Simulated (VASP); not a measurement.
# InO in VASP: single point with r2SCAN

Aim: the single point of InO with r2SCAN.

All numbers are computed with VASP 6.6.1; they aren't measurements. Logs are shortened: lines on timing, memory, paths and dates and some standing lists are left out, and cuts for length are marked.

## (1) The cell of the first run

The cell holds a slab with vacuum, 4 atoms: a = 3.454 Å, b = 3.454 Å, c = 15.877 Å, α = 90.00°, β = 90.00°, γ = 120.00°.

## (2) Single point, r2SCAN

The input, POSCAR:

```
InO
1.0
    3.4536100000      0.0000000000      0.0000000000
   -1.7268100000      2.9909200000      0.0000000000
    0.0000000000      0.0000000000     15.8771000000
In O
2 2
Direct
    0.6666666667      0.3333333333      0.5900200000
    0.6666666667      0.3333333333      0.4099800000
    0.0000000000      0.0000000000      0.6398700000
    0.0000000000      0.0000000000      0.3601300000
```

The input, INCAR.step1:

```
PREC = Accurate
ENCUT = 660
ISMEAR = 0
SIGMA = 0.01
LREAL = False
LASPH = True
NELM = 120
NBANDS = 27
GGA = PE
ALGO = Normal
EDIFF = 1E-5
LWAVE = True
LCHARG = False
GGA_COMPAT = False
```

The input, INCAR.step2:

```
PREC = Accurate
ENCUT = 660
EDIFF = 1E-6
ISMEAR = 0
SIGMA = 0.01
LREAL = False
LASPH = True
NELM = 120
ALGO = Normal
ISIF = 2
LWAVE = False
LCHARG = True
METAGGA = R2SCAN
LMIXTAU = True
LELF = True
LVHAR = True
NBANDS = 27
ISTART = 1
GGA_COMPAT = False
```

The input, KPOINTS:

```
regular mesh
0
Gamma
  5 5 1
```

Potentials or basis: VASP PAW PBE potentials, release 64 (In_d, O).

Launch:

```console
cat potpaw_PBE.64/In_d/POTCAR potpaw_PBE.64/O/POTCAR > POTCAR
cp INCAR.step1 INCAR
mpirun -np 1 vasp_std > vasp.out
cp INCAR.step2 INCAR
mpirun -np 1 vasp_std > vasp.out
```

OUTCAR:

```text
PREC = Accurate
   ENCUT = 660
   EDIFF = 1E-6
   ISMEAR = 0
   LREAL = False
   LASPH = True
   NELM = 120
   ISIF = 2
   METAGGA = R2SCAN
   ISTART = 1

 ion  position               nearest neighbor table
   1  0.667  0.333  0.590-   3 2.15   3 2.15   3 2.15   2 2.86
   2  0.667  0.333  0.410-   4 2.15   4 2.15   4 2.15   1 2.86
   3  0.000  0.000  0.640-   1 2.15   1 2.15   1 2.15
   4  0.000  0.000  0.360-   2 2.15   2 2.15   2 2.15

  LATTYP: Found a hexagonal cell.
 ALAT       =     3.4536100000
 C/A-ratio  =     4.5972475178

  Lattice vectors:

 A1 = (   3.4536100000,   0.0000000000,   0.0000000000)
 A2 = (  -1.7268100000,   2.9909200000,   0.0000000000)
 A3 = (   0.0000000000,   0.0000000000,  15.8771000000)

Analysis of symmetry for initial positions (statically):
=====================================================================
 Subroutine PRICEL returns:
 Original cell was already a primitive cell.

 Routine SETGRP: Setting up the symmetry group for a
 hexagonal supercell.

 Subroutine GETGRP returns: Found 12 space group operations
 (whereof 12 operations were pure point group operations)
 out of a pool of 24 trial point group operations.

The static configuration has the point symmetry D_3h.

Analysis of symmetry for dynamics (positions and initial velocities):
=====================================================================
 Subroutine PRICEL returns:
 Original cell was already a primitive cell.

 Routine SETGRP: Setting up the symmetry group for a
 hexagonal supercell.

 Subroutine GETGRP returns: Found 12 space group operations
 (whereof 12 operations were pure point group operations)
 out of a pool of 24 trial point group operations.

The dynamic configuration has the point symmetry D_3h.

 Subroutine INISYM returns: Found 12 space group operations
 (whereof 12 operations are pure point group operations),
 and found     1 'primitive' translations

----------------------------------------------------------------------------------------

                                     Primitive cell

  volume of cell :     164.0020

  direct lattice vectors                    reciprocal lattice vectors
     3.453610000  0.000000000  0.000000000     0.289552092  0.167173127  0.000000000
    -1.726810000  2.990920000  0.000000000     0.000000000  0.334345285  0.000000000
     0.000000000  0.000000000 15.877100000     0.000000000  0.000000000  0.062983794

  length of vectors
     3.453610000  3.453617701 15.877100000     0.334346031  0.334345285  0.062983794

  position of ions in fractional coordinates (direct lattice)
     0.666666667  0.333333333  0.590020000
     0.666666667  0.333333333  0.409980000
     0.000000000  0.000000000  0.639870000
     0.000000000  0.000000000  0.360130000

  ion indices of the primitive-cell ions
   primitive index   ion index
                 1           1
                 2           2
                 3           3
                 4           4

----------------------------------------------------------------------------------------

 KPOINTS: regular mesh

Automatic generation of k-mesh.
 Grid dimensions read from file:
 generate k-points for:    5    5    1

 Generating k-lattice:

  Cartesian coordinates                     Fractional coordinates (reciprocal lattice)
     0.057910418  0.033434625  0.000000000     0.200000000 -0.000000000  0.000000000
     0.000000000  0.066869057  0.000000000     0.000000000  0.200000000  0.000000000
     0.000000000  0.000000000  0.062983794     0.000000000  0.000000000  1.000000000

  Length of vectors
     0.066869206  0.066869057  0.062983794

  Shift w.r.t. Gamma in fractional coordinates (k-lattice)
     0.000000000  0.000000000  0.000000000

 Subroutine IBZKPT returns following result:
 ===========================================

 Found      5 irreducible k-points:

 Following reciprocal coordinates:
            Coordinates               Weight
  0.000000  0.000000  0.000000      1.000000
  0.200000  0.000000  0.000000      6.000000
  0.400000  0.000000  0.000000      6.000000
  0.200000  0.200000  0.000000      6.000000
  0.400000  0.200000  0.000000      6.000000
   k-points           NKPTS =      5   k-points in BZ     NKDIM =      5   number of bands    NBANDS=     27
   number of dos      NEDOS =    301   number of ions     NIONS =      4
   total plane-waves  NPLWV = 126000
   dimension x,y,z NGX =    30 NGY =   30 NGZ =  140
   dimension x,y,z NGXF=    60 NGYF=   60 NGZF=  280
   ions per type =               2   2
   NGX,Y,Z   is equivalent  to a cutoff of  14.44, 14.44, 14.66 a.u.
   NGXF,Y,Z  is equivalent  to a cutoff of  28.88, 28.88, 29.32 a.u.
 SYSTEM =  unknown system
   PREC   = accura    normal or accurate (medium, high low for compatibility)
   ISTART =      1    job   : 0-new  1-cont  2-samecut
   ICHARG =      0    charge: 1-file 2-atom 10-const
   ISPIN  =      1    spin polarized calculation?
   LNONCOLLINEAR =      F non collinear calculations
   LSORBIT =      F    spin-orbit coupling
   LASPH  =      T    aspherical Exc in radial PAW
   ENCUT  =  660.0 eV  48.51 Ry    6.96 a.u.   7.23  7.23 33.26*2*pi/ulx,y,z
   NELM   =    120;   NELMIN=  2; NELMDL=  0     # of ELM steps
   EDIFF  = 0.1E-05   stopping-criterion for ELM
   LREAL  =      F    real-space projection
   EDIFFG = 0.1E-04   stopping-criterion for IOM
   NSW    =      0    number of steps for IOM
   IBRION =     -1    ionic relax: 0-MD 1-quasi-New 2-CG
   NFREE  =      0    steps in history (QN), initial steepest desc. (CG)
   ISIF   =      2    stress and relaxation
   ISYM   =      2    0-nonsym 1-usesym 2-fastsym
   POTIM  = 0.5000    time-step for ionic-motion
   TEBEG  =    0.0;   TEEND  =   0.0 temperature during run
   PSTRESS=    0.0 pullay stress
   NELECT =      38.0000    total number of electrons
   NUPDOWN=      -1.0000    fix difference up-down
   EMIN   =  10.00;   EMAX   =-10.00  energy-range for DOS
   EFERMI =   0.00;   METHOD = LEGACY
   ISMEAR =     0;   SIGMA  =   0.01  broadening in eV -4-tet -1-fermi 0-gaus
   EFERMI_NEDOS =   21; number of points for ismear=-14 and -15
   IALGO  =     38    algorithm
   IMIX   =      4    mixing-type and parameters
     AMIX     =   0.40;   BMIX     =  1.00
     AMIX_MAG =   1.60;   BMIX_MAG =  1.00
  volume/ion in A,a.u.               =      41.00       276.69
  Fermi-wavevector in a.u.,A,eV,Ry     =   1.005510  1.900138 13.756168  1.011050
  Thomas-Fermi vector in A             =   2.138194
   LORBIT       =      0    0 simple, 1 ext, 2 COOP (PROOUT), +10 PAW based schemes
   METAGGA = R2SCAN    functional components
   LHFCALC =     F    Hartree Fock is set to
   AEXX    =    0.0000 exact exchange contribution
   IVDW    =     0    specifies the selected vdW correction
   LEPSILON=     F    determine dielectric tensor
   LRPA    =     F    only Hartree local field effects (RPA)
 non-spin polarized calculation
 Gauss-broadening in eV      SIGMA  =   0.01
  energy-cutoff  :      660.00
  volume of cell :      164.00
 maximum number of plane-waves:      6336
 NGX is ok and might be reduce to    30
   NGX = 15   NGY = 15   NGZ = 67

 number of electron      37.9999995 magnetization

 Free energy of the ion-electron system (eV)
  ---------------------------------------------------
  ext. energy  EPLUGINS =         0.00000000
  ---------------------------------------------------
  free energy    TOTEN  =       -62.09837020 eV

  energy without entropy =      -62.09837020  energy(sigma->0) =      -62.09837020

 E-fermi :  -1.9415     XC(G=0):  -4.9473

 val. band max:       -1.9888968247   @ k =   0.4000   0.2000   0.0000
 cond. band min:      -1.1885507855   @ k =   0.0000   0.0000   0.0000
 fundamental gap:      0.8003460393
 Fermi energy:        -1.9414884600

 k-point     1 :       0.0000    0.0000    0.0000
  band No.  band energies     occupation
      1     -20.5791      2.00000
      2     -20.5613      2.00000
      3     -15.8768      2.00000
      4     -15.8768      2.00000
      5     -15.8289      2.00000
      6     -15.8289      2.00000
[... 19 lines left out ...]
     26       8.0247      0.00000
     27       8.0247      0.00000

 k-point     2 :       0.2000    0.0000    0.0000
  band No.  band energies     occupation
      1     -20.5322      2.00000
      2     -20.5189      2.00000
      3     -15.9116      2.00000
      4     -15.7973      2.00000
      5     -15.7325      2.00000
      6     -15.7111      2.00000
[... 19 lines left out ...]
     26       7.4795      0.00000
     27       7.5044      0.00000

 k-point     3 :       0.4000    0.0000    0.0000
  band No.  band energies     occupation
      1     -20.4747      2.00000
      2     -20.4659      2.00000
      3     -15.8743      2.00000
      4     -15.7406      2.00000
      5     -15.7104      2.00000
      6     -15.6192      2.00000
[... 19 lines left out ...]
     26       7.3688      0.00000
     27       8.0794      0.00000

 k-point     4 :       0.2000    0.2000    0.0000
  band No.  band energies     occupation
      1     -20.4832      2.00000
      2     -20.4740      2.00000
      3     -15.8764      2.00000
      4     -15.7765      2.00000
      5     -15.6839      2.00000
      6     -15.6592      2.00000
[... 19 lines left out ...]
     26       6.9363      0.00000
     27       8.4850      0.00000

 k-point     5 :       0.4000    0.2000    0.0000
  band No.  band energies     occupation
      1     -20.4595      2.00000
      2     -20.4520      2.00000
      3     -15.8387      2.00000
      4     -15.8028      2.00000
      5     -15.6886      2.00000
      6     -15.6134      2.00000
[... 19 lines left out ...]
     26       8.1979      0.00000
     27       8.4892      0.00000

------------------------ aborting loop because EDIFF is reached ----------------------------------------

  FORCE on cell =-STRESS in cart. coord.  units (eV):
  Direction    XX          YY          ZZ          XY          YZ          ZX
  --------------------------------------------------------------------------------------
  -------------------------------------------------------------------------------------
  Total       -1.8558095     -1.8558169     -1.0509490      0.0000031      0.0000000      0.0000000
  in kB      -18.1298702    -18.1299430    -10.2669856      0.0000303      0.0000000      0.0000000
  external PRESSURE =     -15.5089329 kB  Pullay stress =       0.0000000 kB

 VOLUME and BASIS-vectors are now :
 -----------------------------------------------------------------------------
  energy-cutoff  :      660.00
  volume of cell :      164.00
      direct lattice vectors                 reciprocal lattice vectors
     3.453610000  0.000000000  0.000000000     0.289552092  0.167173127  0.000000000
    -1.726810000  2.990920000  0.000000000     0.000000000  0.334345285  0.000000000
     0.000000000  0.000000000 15.877100000     0.000000000  0.000000000  0.062983794

 POSITION                                       TOTAL-FORCE (eV/Angst)
 -----------------------------------------------------------------------------------
      1.72680      0.99697      9.36781        -0.000000     -0.000000      0.202792
      1.72680      0.99697      6.50929        -0.000000     -0.000000     -0.202792
      0.00000      0.00000     10.15928        -0.000000      0.000000     -0.346627
      0.00000      0.00000      5.71782         0.000000      0.000000      0.346627
 -----------------------------------------------------------------------------------
    total drift:                               -0.000223     -0.000268     -0.000000

  FREE ENERGIE OF THE ION-ELECTRON SYSTEM (eV)
  ---------------------------------------------------
  free  energy   TOTEN  =       -62.0983701962 eV

  energy  without entropy=      -62.0983701962  energy(sigma->0) =      -62.09837020
```

Wall time 3.3 min (1 thread of Intel Xeon 6975P-C, shared host); peak memory 0.4 GiB.

What came out:

| Item | Value |
| --- | --- |
| Free energy | -62.0984 eV |
| Largest force | 0.347 eV/Å |
| Band gap on the k mesh | 0.80 eV, indirect (least direct gap 1.44 eV) |

Forces on the atoms (eV/Å):
```
In   0.000  0.000  0.203
In   0.000  0.000 -0.203
O    0.000  0.000 -0.347
O    0.000  0.000  0.347
```

Levels at points of the mesh, in eV from the valence-band top:
```
           k point  band 17  band 18  band 19  band 20  band 21  band 22
(0.00, 0.00, 0.00)    -1.65    -1.65    -0.64     0.80     3.83     6.89
```

Caveat: the k points lie up to 0.42 Å⁻¹ apart; the PAW data sets were made with another functional, which shifts forces and pressure a little; spin-orbit coupling is left out, which moves the levels of the heavy elements.
